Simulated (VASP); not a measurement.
Wanted: the native input for a VASP 6.6.1 run.

- Task: single point
- Functional: PBEsol
- Potentials or basis: VASP PAW PBE potentials, release 64 (Li_sv)
- Cutoff: 520 eV
- k mesh: 10 × 10 × 10
- Occupations: fermi-dirac, width 0.05 eV
- Spin: no spin polarisation
- Dipole correction: no
- Further INCAR settings: ALGO = Normal; EDIFF = 1e-06; NBANDS = 8

The structure of Li lies in POSCAR:

```
Li
1.0
    0.0000000000      1.7153848479      1.7153848479
    1.7153848479      0.0000000000      1.7153848479
    1.7153848479      1.7153848479      0.0000000000
Li
1
Direct
    0.0000000000      0.0000000000      0.0000000000
```

This isn't the form of Li at room conditions, which is bcc.

The input as run:

INCAR

```
SYSTEM = Li
PREC = Accurate
ENCUT = 520
EDIFF = 1E-6
ISMEAR = -1
SIGMA = 0.05
LREAL = .FALSE.
LASPH = .TRUE.
NELM = 100
ALGO = Normal
ISIF = 2
LWAVE = .FALSE.
LCHARG = .FALSE.
GGA = PS
NBANDS = 8
```

KPOINTS

```
regular mesh
0
G
  10 10 10
  0 0 0
```

Potentials or basis: VASP PAW PBE potentials, release 64 (Li_sv).

Run with:

```console
$ cat potpaw_PBE.64/Li_sv/POTCAR > POTCAR
$ mpirun -np 1 vasp_std > vasp.out
```

Results of the run:

```json
{"Band gap on the k mesh": "zero (an odd number of electrons rules out a gap without spin polarisation)"}
```

It took 2.5 s on 1 thread of Intel(R) Xeon(R) Platinum 8375C CPU @ 2.90GHz (Ice Lake) (shared host), peak memory 0.11 GiB.
